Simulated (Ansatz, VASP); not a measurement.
## Two plane-wave programs on ZrB2

The input INCAR:

```
  ALGO = Normal
  EDIFF = 1E-6
  EDIFFG = -0.005
  ENCUT = 600
  GGA = PE
  IBRION = 2
  ISIF = 3
  ISMEAR = -1
  LASPH = T
  LCHARG = F
  LREAL = F
  LWAVE = F
  NELM = 100
  NSW = 80
  PREC = Accurate
  SIGMA = 0.1
```

Contents of KPOINTS:

```
k-points
0
Gamma
  10 10 8
```

File POSCAR:

```
ZrB2
1.0
    3.1700000000      0.0000000000      0.0000000000
   -1.5850000000      2.7453005300      0.0000000000
    0.0000000000      0.0000000000      3.5330000000
Zr B
1 2
Direct
    0.0000000000      0.0000000000      0.0000000000
    0.3333333333      0.6666666667      0.5000000000
    0.6666666667      0.3333333333      0.5000000000
```

Input for Ansatz:

```yaml
crystal:
  lattice:
    a: 3.17
    b: 3.17
    c: 3.533
    alpha: 90.0
    beta: 90.0
    gamma: 120.0
  space_group: 191
  atoms:
    - { symbol: Zr, position: [0.0, 0.0, 0.0] }
    - { symbol: B, position: [0.3333333333333333, 0.6666666666666666, 0.5] }
basis:
  ecutwfc: 450.0
kpoints:
  mp_grid:
    grid: [10, 10, 8]
hamiltonian:
  xc: pbe
  dispersion: none
scf:
  occupations:
    method: fermi_dirac
relax:
  f_tol: 0.005
  cell: {}
```

Alike in both runs: task relaxation of cell and atoms; functional PBE; k mesh 10 × 10 × 8; no spin polarisation.

|  | VASP | Ansatz |
| --- | --- | --- |
| version | VASP 6.6.1 | Ansatz 0.2.0 |
| potentials or method | VASP PAW PBE potentials, release 64 (Zr_sv, B), cutoff 600 eV | plane waves, PAW |
| occupations | fermi-dirac, width 0.1 eV | fermi-dirac |
| valence electrons in the cell | 18 | 18 |

|  | VASP | Ansatz | Ansatz less VASP |
| --- | --- | --- | --- |
| relaxed volume (Å³/atom) | 10.29 | 10.28 | -0.006 |
| relaxed cell length with the largest relative difference (Å) | 3.546 | 3.544 | -0.0013 |
